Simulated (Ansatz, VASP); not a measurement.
# Zn in VASP and in Ansatz

INCAR

```
SYSTEM = Zn
  PREC = Accurate
  ENCUT = 520
  EDIFF = 1E-6
  ISMEAR = -1
  SIGMA = 0.05
  LREAL = .False.
  LASPH = .True.
  NELM = 80
  ALGO = Normal
  ISIF = 2
  LWAVE = .False.
  LCHARG = .True.
  GGA = CA
  LELF = .True.
  LVHAR = .True.
  NBANDS = 19
```

File KPOINTS:

```
Automatic mesh
0
Gamma
  11 11 6
  0 0 0
```

The input POSCAR:

```
Zn
1.0
    2.6520799970      0.0000000000      0.0000000000
   -1.3260399985      2.2967686502      0.0000000000
    0.0000000000      0.0000000000      4.9326701367
Zn
2
Direct
    0.6666666667      0.3333333333      0.7500000000
    0.3333333333      0.6666666667      0.2500000000
```

input.yaml

```yaml
crystal:
  lattice:
    - [2.652079997, 0.0, 0.0]
    - [-1.3260399985, 2.2967686502, 0.0]
    - [0.0, 0.0, 4.9326701367]
  atoms:
    - { symbol: Zn, position: [0.6666666667, 0.3333333333, 0.75] }
    - { symbol: Zn, position: [0.3333333333, 0.6666666667, 0.25] }
kpoints:
  mp_grid: { grid: [11, 11, 6] }
scf:
  occupations: { method: fermi_dirac, width: 0.05 }
hamiltonian:
  xc: lda
  pseudopotentials: { kind: all_electron, lapw: { basis_error: 0.001 } }
output:
  forces: true
  stress: true
  eigenvalues: true
```

Change from the starting cell: volume scaled by 0.98.

Alike in both runs: task single point; functional LDA; k mesh 11 × 11 × 6; occupations fermi-dirac, width 0.05 eV; no spin polarisation.

|  | VASP | Ansatz |
| --- | --- | --- |
| version | VASP 6.6.1 | Ansatz 0.2.0 |
| potentials or method | VASP PAW LDA potentials, release 64 (Zn), cutoff 520 eV | all-electron LAPW, scalar-relativistic |

Ansatz gave:

| Property | Result |
| --- | --- |
| gap on the k mesh at the Fermi level (eV) | none |
| pressure (GPa) | -7.9 |
| traceless stress, the component that is largest in VASP (GPa) | 0.74 |

**Question.** Estimate VASP's values.

**Answer.** gap on the k mesh at the Fermi level (eV): none; pressure (GPa): -7.5; traceless stress, the component that is largest in VASP (GPa): 0.57.

LDA's correlation is that of Perdew and Zunger in VASP and of Perdew and Wang (1992) in Ansatz. A gap of «none» marks a metal or a gap that the smearing closes. Ansatz ran all-electron here, and VASP with PAW potentials.
